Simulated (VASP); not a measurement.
# HgS3 (P4/mmm) in VASP: relaxation of cell and atoms with r2SCAN

Aim: the relaxation of cell and atoms of HgS3 with r2SCAN.

Everything below comes from runs of VASP 6.6.1. Logs are shortened: lines on timing, memory, paths and dates and some standing lists are left out, and cuts for length are marked.

### Step 1. The cell of the first run

It takes space group P4/mmm (No. 123, tetragonal). Conventional cell: a = 4.400 Å, b = 4.400 Å, c = 4.355 Å, α = 90.00°, β = 90.00°, γ = 90.00°. Hg (site symmetry 4/mmm) has 12 S at 3.10 to 3.11 Å within 4.1 Å. S (site symmetry mmm) has 4 Hg at 3.10 Å and 8 S at 3.10 to 3.11 Å within 4.1 Å. Within 4.1 Å of S (site symmetry 4/mmm) lie 8 S at 3.10 Å and 4 Hg at 3.11 Å.

### Step 2. Relaxation of cell and atoms, r2SCAN

The input, POSCAR:

```
HgS3
1.0
    4.4002604410      0.0000000000      0.0000000000
    0.0000000000      4.4002604410      0.0000000000
    0.0000000000      0.0000000000      4.3550319053
Hg S
1 3
Direct
    0.0000000000      0.0000000000      0.0000000000
    0.0000000000      0.5000000000      0.5000000000
    0.5000000000      0.0000000000      0.5000000000
    0.5000000000      0.5000000000      0.0000000000
```

The input, INCAR.step1:

```
SYSTEM = HgS3
ALGO = Normal
EDIFF = 1E-4
ENCUT = 600
GGA = PE
ISMEAR = 0
LASPH = .True.
LCHARG = .False.
LREAL = .False.
LWAVE = .True.
NELM = 100
PREC = Accurate
SIGMA = 0.1
```

The input, INCAR.step2:

```
SYSTEM = HgS3
ALGO = Normal
EDIFF = 1E-7
EDIFFG = -0.04
ENCUT = 600
IBRION = 2
ISIF = 3
ISMEAR = 0
ISTART = 1
LASPH = .True.
LCHARG = .False.
LMIXTAU = .True.
LREAL = .False.
LWAVE = .False.
METAGGA = R2SCAN
NELM = 100
NSW = 90
PREC = Accurate
SIGMA = 0.1
```

The input, KPOINTS:

```
k-points
0
Gamma
  4 4 4
  0 0 0
```

Potentials or basis: VASP PAW PBE potentials, release 64 (Hg, S).

Command:

```console
cat potpaw_PBE.64/Hg/POTCAR potpaw_PBE.64/S/POTCAR > POTCAR
cp INCAR.step1 INCAR
mpirun -np 1 vasp_std > vasp.out
cp INCAR.step2 INCAR
mpirun -np 1 vasp_std > vasp.out
```

OUTCAR:

```text
SYSTEM = HgS3
   EDIFF = 1E-7
   EDIFFG = -0.04
   ENCUT = 600
   IBRION = 2
   ISIF = 3
   ISMEAR = 0
   ISTART = 1
   LASPH = .True.
   LREAL = .False.
   METAGGA = R2SCAN
   NELM = 100
   NSW = 90
   PREC = Accurate

 ion  position               nearest neighbor table
   1  0.000  0.000  0.000-   2 3.10   3 3.10   2 3.10   3 3.10   2 3.10   2 3.10   3 3.10   3 3.10
                             4 3.11   4 3.11   4 3.11   4 3.11
   2  0.000  0.500  0.500-   1 3.10   1 3.10   1 3.10   1 3.10
   3  0.500  0.000  0.500-   1 3.10   1 3.10   1 3.10   1 3.10
   4  0.500  0.500  0.000-   1 3.11   1 3.11   1 3.11   1 3.11

  LATTYP: Found a simple tetragonal cell.
 ALAT       =     4.4002604410
 C/A-ratio  =     0.9897213957

  Lattice vectors:

 A1 = (   4.4002604410,   0.0000000000,   0.0000000000)
 A2 = (   0.0000000000,   4.4002604410,   0.0000000000)
 A3 = (   0.0000000000,   0.0000000000,   4.3550319053)

Analysis of symmetry for initial positions (statically):
=====================================================================
 Subroutine PRICEL returns:
 Original cell was already a primitive cell.

 Routine SETGRP: Setting up the symmetry group for a
 simple tetragonal supercell.

 Subroutine GETGRP returns: Found 16 space group operations
 (whereof 16 operations were pure point group operations)
 out of a pool of 16 trial point group operations.

The static configuration has the point symmetry D_4h.

Analysis of symmetry for dynamics (positions and initial velocities):
=====================================================================
 Subroutine PRICEL returns:
 Original cell was already a primitive cell.

 Routine SETGRP: Setting up the symmetry group for a
 simple tetragonal supercell.

 Subroutine GETGRP returns: Found 16 space group operations
 (whereof 16 operations were pure point group operations)
 out of a pool of 16 trial point group operations.

The dynamic configuration has the point symmetry D_4h.

 Subroutine INISYM returns: Found 16 space group operations
 (whereof 16 operations are pure point group operations),
 and found     1 'primitive' translations

----------------------------------------------------------------------------------------

                                     Primitive cell

  volume of cell :      84.3234

  direct lattice vectors                    reciprocal lattice vectors
     4.400260441  0.000000000  0.000000000     0.227259276  0.000000000  0.000000000
     0.000000000  4.400260441  0.000000000     0.000000000  0.227259276  0.000000000
     0.000000000  0.000000000  4.355031905     0.000000000  0.000000000  0.229619443

  length of vectors
     4.400260441  4.400260441  4.355031905     0.227259276  0.227259276  0.229619443

  position of ions in fractional coordinates (direct lattice)
     0.000000000  0.000000000  0.000000000
     0.000000000  0.500000000  0.500000000
     0.500000000  0.000000000  0.500000000
     0.500000000  0.500000000  0.000000000

  ion indices of the primitive-cell ions
   primitive index   ion index
                 1           1
                 2           2
                 3           3
                 4           4

----------------------------------------------------------------------------------------

 KPOINTS: k-points

Automatic generation of k-mesh.
 Grid dimensions read from file:
 generate k-points for:    4    4    4

 Generating k-lattice:

  Cartesian coordinates                     Fractional coordinates (reciprocal lattice)
     0.056814819  0.000000000  0.000000000     0.250000000  0.000000000  0.000000000
     0.000000000  0.056814819  0.000000000     0.000000000  0.250000000  0.000000000
     0.000000000  0.000000000  0.057404861     0.000000000  0.000000000  0.250000000

  Length of vectors
     0.056814819  0.056814819  0.057404861

  Shift w.r.t. Gamma in fractional coordinates (k-lattice)
     0.000000000  0.000000000  0.000000000

 Subroutine IBZKPT returns following result:
 ===========================================

 Found     18 irreducible k-points:

 Following reciprocal coordinates:
            Coordinates               Weight
  0.000000  0.000000  0.000000      1.000000
  0.250000  0.000000  0.000000      4.000000
  0.500000  0.000000  0.000000      2.000000
  0.250000  0.250000  0.000000      4.000000
  0.500000  0.250000  0.000000      4.000000
  0.500000  0.500000  0.000000      1.000000
[... 10 lines left out ...]
  0.500000  0.250000  0.500000      4.000000
  0.500000  0.500000  0.500000      1.000000
   k-points           NKPTS =     18   k-points in BZ     NKDIM =     18   number of bands    NBANDS=     19
   number of dos      NEDOS =    301   number of ions     NIONS =      4
   total plane-waves  NPLWV =  46656
   dimension x,y,z NGX =    36 NGY =   36 NGZ =   36
   dimension x,y,z NGXF=    72 NGYF=   72 NGZF=   72
   ions per type =               1   3
   NGX,Y,Z   is equivalent  to a cutoff of  13.60, 13.60, 13.74 a.u.
   NGXF,Y,Z  is equivalent  to a cutoff of  27.20, 27.20, 27.48 a.u.
 SYSTEM =  HgS3
   PREC   = accura    normal or accurate (medium, high low for compatibility)
   ISTART =      1    job   : 0-new  1-cont  2-samecut
   ICHARG =      0    charge: 1-file 2-atom 10-const
   ISPIN  =      1    spin polarized calculation?
   LNONCOLLINEAR =      F non collinear calculations
   LSORBIT =      F    spin-orbit coupling
   LASPH  =      T    aspherical Exc in radial PAW
   ENCUT  =  600.0 eV  44.10 Ry    6.64 a.u.   8.79  8.79  8.70*2*pi/ulx,y,z
   NELM   =    100;   NELMIN=  2; NELMDL=  0     # of ELM steps
   EDIFF  = 0.1E-06   stopping-criterion for ELM
   LREAL  =      F    real-space projection
   EDIFFG = -.4E-01   stopping-criterion for IOM
   NSW    =     90    number of steps for IOM
   IBRION =      2    ionic relax: 0-MD 1-quasi-New 2-CG
   NFREE  =      1    steps in history (QN), initial steepest desc. (CG)
   ISIF   =      3    stress and relaxation
   ISYM   =      2    0-nonsym 1-usesym 2-fastsym
   POTIM  = 0.5000    time-step for ionic-motion
   TEBEG  =    0.0;   TEEND  =   0.0 temperature during run
   PSTRESS=    0.0 pullay stress
   NELECT =      30.0000    total number of electrons
   NUPDOWN=      -1.0000    fix difference up-down
   EMIN   =  10.00;   EMAX   =-10.00  energy-range for DOS
   EFERMI =   0.00;   METHOD = LEGACY
   ISMEAR =     0;   SIGMA  =   0.10  broadening in eV -4-tet -1-fermi 0-gaus
   EFERMI_NEDOS =   21; number of points for ismear=-14 and -15
   IALGO  =     38    algorithm
   IMIX   =      4    mixing-type and parameters
     AMIX     =   0.40;   BMIX     =  1.00
     AMIX_MAG =   1.60;   BMIX_MAG =  1.00
  volume/ion in A,a.u.               =      21.08       142.26
  Fermi-wavevector in a.u.,A,eV,Ry     =   1.160021  2.192122 18.308665  1.345649
  Thomas-Fermi vector in A             =   2.296608
   LORBIT       =      0    0 simple, 1 ext, 2 COOP (PROOUT), +10 PAW based schemes
   METAGGA = R2SCAN    functional components
   LHFCALC =     F    Hartree Fock is set to
   AEXX    =    0.0000 exact exchange contribution
   IVDW    =     0    specifies the selected vdW correction
   LEPSILON=     F    determine dielectric tensor
   LRPA    =     F    only Hartree local field effects (RPA)
 conjugate gradient relaxation of ions
 non-spin polarized calculation
 Gauss-broadening in eV      SIGMA  =   0.10
  energy-cutoff  :      600.00
  volume of cell :       84.32
 maximum number of plane-waves:      2848
 NGX is ok and might be reduce to    36
   NGX = 17   NGY = 17   NGZ = 17

--------------------------------------- Ionic step        1  -------------------------------------------

 number of electron      30.0000004 magnetization

 Free energy of the ion-electron system (eV)
  ---------------------------------------------------
  ext. energy  EPLUGINS =         0.00000000
  ---------------------------------------------------
  free energy    TOTEN  =       -68.91786086 eV

  energy without entropy =      -68.89610027  energy(sigma->0) =      -68.90698057

 E-fermi :   3.6610     XC(G=0): -10.7323

 val. band max:        3.6529569271   @ k =   0.5000   0.2500   0.0000
 cond. band min:       3.6636223124   @ k =   0.2500   0.0000   0.5000
 fundamental gap:      0.0106653853
 Fermi energy:         3.6610169461

 k-point     1 :       0.0000    0.0000    0.0000
  band No.  band energies     occupation
      1     -11.0498      2.00000
      2      -8.0060      2.00000
      3      -7.9544      2.00000
      4      -2.8052      2.00000
      5      -2.8052      2.00000
      6      -2.8049      2.00000
[... 11 lines left out ...]
     18       4.3100      0.00000
     19      11.0504      0.00000
[... 479 lines left out ...]
  FREE ENERGIE OF THE ION-ELECTRON SYSTEM (eV)
  ---------------------------------------------------
  free  energy   TOTEN  =       -69.0848944870 eV

  energy  without entropy=      -69.0654137106  energy(sigma->0) =      -69.07515410

[... ionic steps 4 to 19 ...]

--------------------------------------- Ionic step       20  -------------------------------------------

 number of electron      29.9999991 magnetization

------------------------ aborting loop because EDIFF is reached ----------------------------------------

  FORCE on cell =-STRESS in cart. coord.  units (eV):
  Direction    XX          YY          ZZ          XY          YZ          ZX
  --------------------------------------------------------------------------------------
  -------------------------------------------------------------------------------------
  Total       -0.2584116     -0.2584116      0.1341027      0.0000000      0.0000000      0.0000000
  in kB       -5.5887275     -5.5887275      2.9002703      0.0000000      0.0000000      0.0000000
  external PRESSURE =      -2.7590616 kB  Pullay stress =       0.0000000 kB
[... 61 lines left out ...]
  energy  without entropy=      -70.0516570445  energy(sigma->0) =      -70.05473647

--------------------------------------- Ionic step       22  -------------------------------------------

 number of electron      29.9999994 magnetization

 Free energy of the ion-electron system (eV)
  ---------------------------------------------------
  ext. energy  EPLUGINS =         0.00000000
  ---------------------------------------------------
  free energy    TOTEN  =       -70.05815957 eV

  energy without entropy =      -70.05186056  energy(sigma->0) =      -70.05501007

 E-fermi :   4.9580     XC(G=0): -11.4547

 val. band max:        4.9209190697   @ k =   0.5000   0.0000   0.2500
 cond. band min:       5.0895230647   @ k =   0.5000   0.5000   0.5000
 fundamental gap:      0.1686039950
 Fermi energy:         4.9579934146

 k-point     1 :       0.0000    0.0000    0.0000
  band No.  band energies     occupation
      1     -10.7023      2.00000
      2      -8.7125      2.00000
      3      -7.1718      2.00000
      4      -4.1647      2.00000
      5      -2.1017      2.00000
      6      -1.6045      2.00000
[... 11 lines left out ...]
     18       8.6334      0.00000
     19      10.6489      0.00000
[... 403 lines left out ...]
  FREE ENERGIE OF THE ION-ELECTRON SYSTEM (eV)
  ---------------------------------------------------
  free  energy   TOTEN  =       -70.0581595745 eV

  energy  without entropy=      -70.0518605648  energy(sigma->0) =      -70.05501007

 reached required accuracy - stopping structural energy minimisation
```

Wall time 31 min (1 thread of Intel Xeon 6975P-C (Granite Rapids), shared host); peak memory 0.25 GiB.

Results:

* Free energy: -70.0582 eV
* Relaxed volume: 18.44 Å³/atom
* Relaxed cell: a = 5.184 Å, b = 5.184 Å, c = 2.744 Å, α = 90.00°, β = 90.00°, γ = 90.00°
* Space group after relaxing (to 0.1 Å): P4/mmm (No. 123)
* Energy gained by relaxing: 285.1 meV/atom
* Ionic steps: 22
* Pressure after relaxing: 0.0 GPa
* Band gap on the k mesh: zero (bands 15 and 16 overlap by 2.92 eV)

Step by step:
| step | energy change (eV) | largest force (eV/Å) | pressure (GPa) | volume (Å³) |
| --- | --- | --- | --- | --- |
| 1 | 0.0000 | 0.0000 | -5.77 | 84.32 |
| 2 | -0.1659 | 0.0000 | 0.75 | 75.39 |
| 3 | -0.1670 | 0.0000 | 0.16 | 76.00 |
| 4 | -0.1861 | 0.0000 | 0.29 | 75.82 |
| 5 | -0.2836 | 0.0000 | 0.66 | 75.20 |
| 6 | -0.4869 | 0.0000 | 1.94 | 73.57 |
| 7 | -0.7744 | 0.0000 | 6.61 | 68.73 |
| 8 | -0.8153 | 0.0000 | 5.49 | 69.60 |
| 9 | -0.7336 | 0.0000 | 2.66 | 71.78 |
| 10 | -0.8347 | 0.0000 | 4.81 | 70.09 |
| 11 | -0.8393 | 0.0000 | 4.60 | 70.23 |
| 12 | -0.8424 | 0.0000 | 4.31 | 70.44 |
| 13 | -0.8440 | 0.0000 | 3.68 | 70.85 |
| 14 | -0.8552 | 0.0000 | 2.49 | 71.60 |
| 15 | -0.8947 | 0.0000 | 0.48 | 72.87 |
| 16 | -1.0179 | 0.0000 | 0.95 | 74.38 |
| 17 | -0.9965 | 0.0000 | -0.07 | 73.35 |
| 18 | -1.1369 | 0.0000 | -0.44 | 73.97 |
| 19 | -1.1399 | 0.0000 | -0.35 | 74.04 |
| 20 | -1.1394 | 0.0000 | -0.28 | 74.08 |
| 21 | -1.1400 | 0.0000 | -0.18 | 73.96 |
| 22 | -1.1403 | 0.0000 | -0.01 | 73.76 |

Final structure:
```cif
data_structure
_symmetry_space_group_name_H-M 'P 1'
_symmetry_Int_Tables_number 1
_cell_length_a 5.1842
_cell_length_b 5.1842
_cell_length_c 2.7445
_cell_angle_alpha 90.000
_cell_angle_beta 90.000
_cell_angle_gamma 90.000
_cell_volume 73.76
loop_
_atom_site_label
_atom_site_type_symbol
_atom_site_fract_x
_atom_site_fract_y
_atom_site_fract_z
_atom_site_occupancy
Hg1 Hg 0.00000 0.00000 0.00000 1
S1 S 0.00000 0.50000 0.50000 1
S2 S 0.50000 0.00000 0.50000 1
S3 S 0.50000 0.50000 0.00000 1
```

Caveat: the k points lie up to 0.57 Å⁻¹ apart in the final cell, too coarse for converged energies and pressures of a metal; a cell axis changed by over 15 % at a fixed basis, so the end point is rough; the PAW data sets were made with another functional, which shifts forces and pressure a little; spin-orbit coupling is left out, which moves the levels of the heavy elements.
